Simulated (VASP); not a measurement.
Input of a VASP 6.6.1 run:

The input INCAR:

```
  PREC = Accurate
  ENCUT = 520
  EDIFF = 1E-6
  ISMEAR = 0
  SIGMA = 0.05
  LREAL = F
  LASPH = T
  NELM = 80
  ALGO = Normal
  ISIF = 2
  LWAVE = F
  LCHARG = F
  GGA = PE
  NBANDS = 18
```

The input KPOINTS:

```
regular mesh
0
Gamma
  8 8 8
```

POSCAR

```
HfO2
1.0
    0.0000000000      2.6998688435      2.2948885170
    2.6998688435      0.0000000000      2.2948885170
    2.6998688435      2.6998688435      0.0000000000
Hf O
1 2
Direct
    0.0000000000      0.0000000000      0.0000000000
    0.2500000000      0.2500000000      0.2500000000
    0.7500000000      0.7500000000      0.7500000000
```

Potentials or basis: VASP PAW PBE potentials, release 64 (Hf_pv, O).

Launch:

```bash
$ cat potpaw_PBE.64/Hf_pv/POTCAR potpaw_PBE.64/O/POTCAR > POTCAR
$ mpirun -np 1 vasp_std > vasp.out
```

(1) Estimate the band gap on the k mesh.

(2) Estimate the pressure.

Results:

(1) 1.45 eV, indirect (least direct gap 1.81 eV).

(2) -4.3 GPa.

Caveat: spin-orbit coupling is left out, which moves the levels of the heavy elements.
